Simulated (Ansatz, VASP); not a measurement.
# One calculation of TePb, two programs

```
Te Pb
1.0
     0.00000    3.27090    3.27090
     3.27090    0.00000    3.27090
     3.27090    3.27090    0.00000
Te Pb
1 1
Direct
  0.00000 0.00000 0.00000
  0.50000 0.50000 0.50000
```

Alike in both runs: task single point; functional PBE; k mesh 4 × 4 × 4; occupations gaussian, width 0.1 eV; no spin polarisation.

|  | VASP | Ansatz |
| --- | --- | --- |
| version | VASP 6.6.1 | Ansatz 0.2.0 |
| potentials or method | VASP PAW PBE potentials, release 64 (Te, Pb_d) | scalar-relativistic, plane waves, PAW |
| plane-wave cutoff (eV) | 500 | 420 |
| valence electrons in the cell | 20 | 30 |

Ansatz gave:

| Item | Value |
| --- | --- |
| gap on the k mesh at the Fermi level (eV) | 0.80 |
| least direct gap on the mesh (eV) | 0.80 |
| pressure (GPa) | 0.5 |

Question: What did VASP give for the same quantities?

Answer: gap on the k mesh at the Fermi level (eV): 0.81; least direct gap on the mesh (eV): 0.81; pressure (GPa): 0.4.

VASP's potentials hold 20 valence electrons a cell and Ansatz's 30, so a difference there can come from the potentials and not from the codes.

Spin-orbit coupling is off throughout.
